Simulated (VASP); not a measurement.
# RbIrAu in VASP: single point with PBE

Aim: the single point of RbIrAu with PBE.

All numbers are computed with VASP 6.6.1; they aren't measurements. Logs are shortened: lines on timing, memory, paths and dates and some standing lists are left out, and cuts for length are marked.

### 1 The cell of the first run

The cell holds a sheet with vacuum, 3 atoms: a = 4.867 Å, b = 4.867 Å, c = 18.000 Å, α = 90.00°, β = 90.00°, γ = 120.00°.

### 2 Single point, PBE

Input file INCAR:

```
SYSTEM = RbIrAu
PREC     = Accurate       ! precision mode
ENCUT    = 520            ! plane-wave cutoff, eV
EDIFF    = 1E-6           ! SCF threshold, eV
ISMEAR   = 0              ! smearing method
SIGMA    = 0.1            ! smearing width, eV
LREAL    = .False.        ! projectors in reciprocal space
LASPH    = .True.         ! aspherical terms in the spheres
NELM     = 60             ! most SCF steps
ALGO     = Normal         ! electronic algorithm
ISIF     = 2              ! what is computed and relaxed
LWAVE    = .False.        ! write WAVECAR
LCHARG   = .True.         ! write CHGCAR
LDIPOL   = .True.       
IDIPOL   = 3            
DIPOL    = 0.5 0.5 0.501
GGA      = PE             ! functional
LELF     = .True.         ! ELF
LVHAR    = .True.       
LVACPOTAV= .True.       
NBANDS   = 22             ! bands
```

Input file KPOINTS:

```
regular mesh
0
Gamma
  6 6 1
  0 0 0
```

Input file POSCAR:

```
RbIrAu
1.0
    4.8665490300      0.0000000000      0.0000000000
   -2.4332750400      4.2145552600      0.0000000000
    0.0000000000      0.0000000000     18.0000000000
Rb Ir Au
1 1 1
Direct
    0.0000000000      0.0000000000      0.5016666700
    0.3333333300      0.6666666700      0.3985950700
    0.6666666700      0.3333333300      0.6014049300
```

Potentials or basis: VASP PAW PBE potentials, release 64 (Rb_sv, Ir, Au).

Command:

```
$ cat potpaw_PBE.64/Rb_sv/POTCAR potpaw_PBE.64/Ir/POTCAR potpaw_PBE.64/Au/POTCAR > POTCAR
$ mpirun -np 1 vasp_std > vasp.out
```

OUTCAR:

```text
SYSTEM = RbIrAu
   PREC = Accurate
   ENCUT = 520
   EDIFF = 1E-6
   ISMEAR = 0
   LREAL = .False.
   LASPH = .True.
   NELM = 60
   ISIF = 2
   GGA = PE

 ion  position               nearest neighbor table
   1  0.000  0.000  0.502-   3 3.33   3 3.33   3 3.33   2 3.37   2 3.37   2 3.37
   2  0.333  0.667  0.399-   1 3.37   1 3.37   1 3.37
   3  0.667  0.333  0.601-   1 3.33   1 3.33   1 3.33

  LATTYP: Found a hexagonal cell.
 ALAT       =     4.8665490300
 C/A-ratio  =     3.6987195421

  Lattice vectors:

 A1 = (   4.8665490300,   0.0000000000,   0.0000000000)
 A2 = (  -2.4332750400,   4.2145552600,   0.0000000000)
 A3 = (   0.0000000000,   0.0000000000,  18.0000000000)

Analysis of symmetry for initial positions (statically):
=====================================================================
 Subroutine PRICEL returns:
 Original cell was already a primitive cell.

 Routine SETGRP: Setting up the symmetry group for a
 hexagonal supercell.

 Subroutine GETGRP returns: Found  6 space group operations
 (whereof  6 operations were pure point group operations)
 out of a pool of 24 trial point group operations.

The static configuration has the point symmetry C_3v.

Analysis of symmetry for dynamics (positions and initial velocities):
=====================================================================
 Subroutine PRICEL returns:
 Original cell was already a primitive cell.

 Routine SETGRP: Setting up the symmetry group for a
 hexagonal supercell.

 Subroutine GETGRP returns: Found  6 space group operations
 (whereof  6 operations were pure point group operations)
 out of a pool of 24 trial point group operations.

The dynamic configuration has the point symmetry C_3v.

 Subroutine INISYM returns: Found  6 space group operations
 (whereof  6 operations are pure point group operations),
 and found     1 'primitive' translations

----------------------------------------------------------------------------------------

                                     Primitive cell

  volume of cell :     369.1861

  direct lattice vectors                    reciprocal lattice vectors
     4.866549030  0.000000000  0.000000000     0.205484419  0.118636505  0.000000000
    -2.433275040  4.214555260  0.000000000     0.000000000  0.237272960  0.000000000
     0.000000000  0.000000000 18.000000000     0.000000000  0.000000000  0.055555556

  length of vectors
     4.866549030  4.866549441 18.000000000     0.237272980  0.237272960  0.055555556

  position of ions in fractional coordinates (direct lattice)
     0.000000000  0.000000000  0.501666670
     0.333333330  0.666666670  0.398595070
     0.666666670  0.333333330  0.601404930

  ion indices of the primitive-cell ions
   primitive index   ion index
                 1           1
                 2           2
                 3           3

----------------------------------------------------------------------------------------

 KPOINTS: regular mesh

Automatic generation of k-mesh.
 Grid dimensions read from file:
 generate k-points for:    6    6    1

 Generating k-lattice:

  Cartesian coordinates                     Fractional coordinates (reciprocal lattice)
     0.034247403  0.019772751  0.000000000     0.166666667  0.000000000  0.000000000
     0.000000000  0.039545493  0.000000000     0.000000000  0.166666667  0.000000000
     0.000000000  0.000000000  0.055555556     0.000000000  0.000000000  1.000000000

  Length of vectors
     0.039545497  0.039545493  0.055555556

  Shift w.r.t. Gamma in fractional coordinates (k-lattice)
     0.000000000  0.000000000  0.000000000

 Subroutine IBZKPT returns following result:
 ===========================================

 Found      7 irreducible k-points:

 Following reciprocal coordinates:
            Coordinates               Weight
  0.000000  0.000000  0.000000      1.000000
  0.166667  0.000000  0.000000      6.000000
  0.333333 -0.000000  0.000000      6.000000
  0.500000 -0.000000  0.000000      3.000000
  0.166667  0.166667  0.000000      6.000000
  0.333333  0.166667  0.000000     12.000000
  0.333333  0.333333  0.000000      2.000000
   k-points           NKPTS =      7   k-points in BZ     NKDIM =      7   number of bands    NBANDS=     22
   number of dos      NEDOS =    301   number of ions     NIONS =      3
   total plane-waves  NPLWV = 181440
   dimension x,y,z NGX =    36 NGY =   36 NGZ =  140
   dimension x,y,z NGXF=    72 NGYF=   72 NGZF=  280
   ions per type =               1   1   1
   NGX,Y,Z   is equivalent  to a cutoff of  12.30, 12.30, 12.93 a.u.
   NGXF,Y,Z  is equivalent  to a cutoff of  24.60, 24.60, 25.86 a.u.
 SYSTEM =  RbIrAu
   PREC   = accura    normal or accurate (medium, high low for compatibility)
   ISTART =      0    job   : 0-new  1-cont  2-samecut
   ICHARG =      2    charge: 1-file 2-atom 10-const
   ISPIN  =      1    spin polarized calculation?
   LNONCOLLINEAR =      F non collinear calculations
   LSORBIT =      F    spin-orbit coupling
   LASPH  =      T    aspherical Exc in radial PAW
   ENCUT  =  520.0 eV  38.22 Ry    6.18 a.u.   9.05  9.05 33.47*2*pi/ulx,y,z
   NELM   =     60;   NELMIN=  2; NELMDL= -5     # of ELM steps
   EDIFF  = 0.1E-05   stopping-criterion for ELM
   LREAL  =      F    real-space projection
   EDIFFG = 0.1E-04   stopping-criterion for IOM
   NSW    =      0    number of steps for IOM
   IBRION =     -1    ionic relax: 0-MD 1-quasi-New 2-CG
   NFREE  =      0    steps in history (QN), initial steepest desc. (CG)
   ISIF   =      2    stress and relaxation
   ISYM   =      2    0-nonsym 1-usesym 2-fastsym
   POTIM  = 0.5000    time-step for ionic-motion
   TEBEG  =    0.0;   TEEND  =   0.0 temperature during run
   PSTRESS=    0.0 pullay stress
   NELECT =      29.0000    total number of electrons
   NUPDOWN=      -1.0000    fix difference up-down
   EMIN   =  10.00;   EMAX   =-10.00  energy-range for DOS
   EFERMI =   0.00;   METHOD = LEGACY
   ISMEAR =     0;   SIGMA  =   0.10  broadening in eV -4-tet -1-fermi 0-gaus
   EFERMI_NEDOS =   21; number of points for ismear=-14 and -15
   IALGO  =     38    algorithm
   IMIX   =      4    mixing-type and parameters
     AMIX     =   0.40;   BMIX     =  1.00
     AMIX_MAG =   1.60;   BMIX_MAG =  1.00
  volume/ion in A,a.u.               =     123.06       830.46
  Fermi-wavevector in a.u.,A,eV,Ry     =   0.701120  1.324925  6.688206  0.491569
  Thomas-Fermi vector in A             =   1.785460
   LORBIT       =      0    0 simple, 1 ext, 2 COOP (PROOUT), +10 PAW based schemes
   GGA     = PE    functional components
   LHFCALC =     F    Hartree Fock is set to
   AEXX    =    0.0000 exact exchange contribution
   IVDW    =     0    specifies the selected vdW correction
   LEPSILON=     F    determine dielectric tensor
   LRPA    =     F    only Hartree local field effects (RPA)
 non-spin polarized calculation
 Gauss-broadening in eV      SIGMA  =   0.10
  energy-cutoff  :      520.00
  volume of cell :      369.19
 maximum number of plane-waves:      9975
   NGX = 19   NGY = 19   NGZ = 67

 dipolmoment           0.000000      0.000000     -0.019016 electrons x Angstroem

 number of electron      28.9999998 magnetization

 dipolmoment           0.000000      0.000000      0.003520 electrons x Angstroem

 Free energy of the ion-electron system (eV)
  ---------------------------------------------------
  ext. energy  EPLUGINS =         0.00000000
  ---------------------------------------------------
  free energy    TOTEN  =        -5.24341875 eV

  energy without entropy =       -5.10435877  energy(sigma->0) =       -5.17388876

 E-fermi :  -3.9167     XC(G=0):  -3.2424

 val. band max:       -3.9503555852   @ k =   0.0000   0.0000   0.0000
 cond. band min:      -3.9130287833   @ k =   0.5000  -0.0000   0.0000
 fundamental gap:      0.0373268019
 Fermi energy:        -3.9166785169

 k-point     1 :       0.0000    0.0000    0.0000
  band No.  band energies     occupation
      1     -29.5000      2.00000
      2     -13.7165      2.00000
      3     -13.6222      2.00000
      4     -13.6222      2.00000
      5      -5.6031      2.00000
      6      -5.3592      2.00000
[... 14 lines left out ...]
     21       1.7705      0.00000
     22       3.1212      0.00000

 k-point     2 :       0.1667    0.0000    0.0000
  band No.  band energies     occupation
      1     -29.4987      2.00000
      2     -13.7085      2.00000
      3     -13.6596      2.00000
      4     -13.6300      2.00000
      5      -5.4222      2.00000
      6      -5.3595      2.00000
[... 14 lines left out ...]
     21       1.9317      0.00000
     22       2.1267      0.00000

 k-point     3 :       0.3333   -0.0000    0.0000
  band No.  band energies     occupation
      1     -29.4960      2.00000
      2     -13.7324      2.00000
      3     -13.6921      2.00000
      4     -13.6455      2.00000
      5      -5.3897      2.00000
      6      -5.3563      2.00000
[... 14 lines left out ...]
     21       1.9910      0.00000
     22       2.3088      0.00000

 k-point     4 :       0.5000   -0.0000    0.0000
  band No.  band energies     occupation
      1     -29.4947      2.00000
      2     -13.7674      2.00000
      3     -13.6842      2.00000
      4     -13.6532      2.00000
      5      -5.4023      2.00000
      6      -5.3388      2.00000
[... 14 lines left out ...]
     21       1.6536      0.00000
     22       2.2337      0.00000

 k-point     5 :       0.1667    0.1667    0.0000
  band No.  band energies     occupation
      1     -29.4967      2.00000
      2     -13.7071      2.00000
      3     -13.6966      2.00000
      4     -13.6487      2.00000
      5      -5.3645      2.00000
      6      -5.3563      2.00000
[... 14 lines left out ...]
     21       1.8431      0.00000
     22       2.2988      0.00000

 k-point     6 :       0.3333    0.1667    0.0000
  band No.  band energies     occupation
      1     -29.4947      2.00000
      2     -13.7483      2.00000
      3     -13.6847      2.00000
      4     -13.6725      2.00000
      5      -5.3703      2.00000
      6      -5.3302      2.00000
[... 14 lines left out ...]
     21       1.4262      0.00000
     22       1.8995      0.00000

 k-point     7 :       0.3333    0.3333    0.0000
  band No.  band energies     occupation
      1     -29.4941      2.00000
      2     -13.7215      2.00000
      3     -13.7214      2.00000
      4     -13.6807      2.00000
      5      -5.3257      2.00000
      6      -5.3201      2.00000
[... 14 lines left out ...]
     21       1.4617      0.00000
     22       1.5790      0.00000

------------------------ aborting loop because EDIFF is reached ----------------------------------------

  FORCE on cell =-STRESS in cart. coord.  units (eV):
  Direction    XX          YY          ZZ          XY          YZ          ZX
  --------------------------------------------------------------------------------------
  -------------------------------------------------------------------------------------
  Total       -0.2967466     -0.2967466     -0.0118545      0.0000000      0.0000000      0.0000000
  in kB       -1.2878075     -1.2878076     -0.0514456      0.0000002      0.0000000      0.0000000
  external PRESSURE =      -0.8756869 kB  Pullay stress =       0.0000000 kB

 VOLUME and BASIS-vectors are now :
 -----------------------------------------------------------------------------
  energy-cutoff  :      520.00
  volume of cell :      369.19
      direct lattice vectors                 reciprocal lattice vectors
     4.866549030  0.000000000  0.000000000     0.205484419  0.118636505  0.000000000
    -2.433275040  4.214555260  0.000000000     0.000000000  0.237272960  0.000000000
     0.000000000  0.000000000 18.000000000     0.000000000  0.000000000  0.055555556

 POSITION                                       TOTAL-FORCE (eV/Angst)
 -----------------------------------------------------------------------------------
      0.00000      0.00000      9.03000         0.000000     -0.000000      0.165063
     -0.00000      2.80970      7.17471        -0.000000     -0.000000     -0.083636
      2.43327      1.40485     10.82529         0.000000      0.000000     -0.081427
 -----------------------------------------------------------------------------------
    total drift:                               -0.000005      0.000004     -0.000124

  FREE ENERGIE OF THE ION-ELECTRON SYSTEM (eV)
  ---------------------------------------------------
  free  energy   TOTEN  =        -5.2434187526 eV

  energy  without entropy=       -5.1043587663  energy(sigma->0) =       -5.17388876

 vacuum level on the upper side and lower side of the slab         1.841         1.810
```

Run time: 4.2 min. Hardware: 1 thread of AMD EPYC 7R13, shared host; peak memory 0.45 GiB.

What came out:

```yaml
Free_energy: -5.2434 eV
Largest_force: 0.165 eV/Å
```

Forces in eV/Å, atoms in the order of the input:
```
Rb   0.000  0.000  0.165
Ir   0.000  0.000 -0.084
Au   0.000  0.000 -0.081
```

Caveat: spin-orbit coupling is left out, which moves the levels of the heavy elements.
